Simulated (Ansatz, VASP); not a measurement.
## In: VASP beside Ansatz

File INCAR:

```
PREC     = Accurate       # precision mode
ENCUT    = 400            # plane-wave cutoff, eV
EDIFF    = 1E-6           # SCF threshold, eV
ISMEAR   = 0              # smearing method
SIGMA    = 0.1            # smearing width, eV
LREAL    = F              # projectors in reciprocal space
LASPH    = T              # aspherical terms in the spheres
NELM     = 120            # most SCF steps
ALGO     = Normal         # electronic algorithm
ISIF     = 2              # what is computed and relaxed
LWAVE    = F              # write WAVECAR
LCHARG   = F              # write CHGCAR
LDIPOL   = T            
IDIPOL   = 3            
DIPOL    = 0.5 0.5 0.504
GGA      = PE             # functional
NBANDS   = 40             # bands
GGA_COMPAT= F            
NELMDL   = -8
```

KPOINTS

```
Automatic mesh
0
Gamma
  21 21 1
```

POSCAR

```
In
1.0
    3.3777442500      0.0000000000      0.0000000000
    0.2462297000      3.3687575100      0.0000000000
    0.0000000000      0.0000000000     29.1988937220
In
5
Direct
    0.5000000001      0.4999999999      0.3424787287
    0.0000000000      0.0000000000      0.4212393690
    0.5000000001      0.4999999999      0.5032784724
    0.0000000000      0.0000000000      0.5856398780
    0.5000000001      0.4999999999      0.6675351757
```

Input for Ansatz:

```yaml
crystal:
  lattice:
    - [3.37774425, 0.0, 0.0]
    - [0.2462297, 3.36875751, 0.0]
    - [0.0, 0.0, 29.198893722]
  atoms:
    - { symbol: In, position: [0.5000000001, 0.4999999999, 0.3424787287] }
    - { symbol: In, position: [0.0, 0.0, 0.421239369] }
    - { symbol: In, position: [0.5000000001, 0.4999999999, 0.5032784724] }
    - { symbol: In, position: [0.0, 0.0, 0.585639878] }
    - { symbol: In, position: [0.5000000001, 0.4999999999, 0.6675351757] }
basis:
  ecutwfc: 420.0
  fft_grid_basis: typed
kpoints:
  mp_grid: { grid: [21, 21, 1] }
hamiltonian:
  xc: pbe
  pseudopotentials: { kind: paw }
scf:
  occupations: { method: gaussian, width: 0.1 }
output:
  forces: true
  eigenvalues: true
  band_densities:
    - { e_range: [-2.0, -1.0] }
    - { e_range: [-1.0, -0.5] }
    - { e_range: [-0.5, -0.25] }
    - { e_range: [-0.25, 0.0] }
    - { e_range: [0.0, 0.25] }
    - { e_range: [0.25, 0.5] }
    - { e_range: [0.5, 1.0] }
    - { e_range: [1.0, 1.5] }
  band_residual_tolerance: 1.0e-05
  write_potential: true
  elf: true
  write_density: true
  volumetric_format: npy
efield:
  axis: 3
  dipole_correction: true
  ramp_width: 0.04
checkpoint:
  read: start.run
  write: ck
  compress: false
  write_wavefunctions: false
  write_every: 100000
```

Alike in both runs: task single point; functional PBE; k mesh 21 × 21 × 1; occupations gaussian, width 0.1 eV; no spin polarisation.

|  | VASP | Ansatz |
| --- | --- | --- |
| version | VASP 6.6.1 | Ansatz 0.2.0 |
| potentials or method | VASP PAW PBE potentials, release 64 (In_d), cutoff 400 eV | scalar-relativistic, plane waves, PAW |
| valence electrons in the cell | 65 | 65 |

|  | VASP | Ansatz | Ansatz less VASP |
| --- | --- | --- | --- |
| gap on the k mesh at the Fermi level (eV) | none | none | - |
| rms of the force components (eV/Å) | 0.050 | 0.050 | -0.0004 |

Atom by atom the forces differ by 0.001 eV/Å (rms over components). A gap of «none» marks a metal or a gap that the smearing closes. Ansatz's warnings: published levels not confirmed, xc potential rough in thin density.
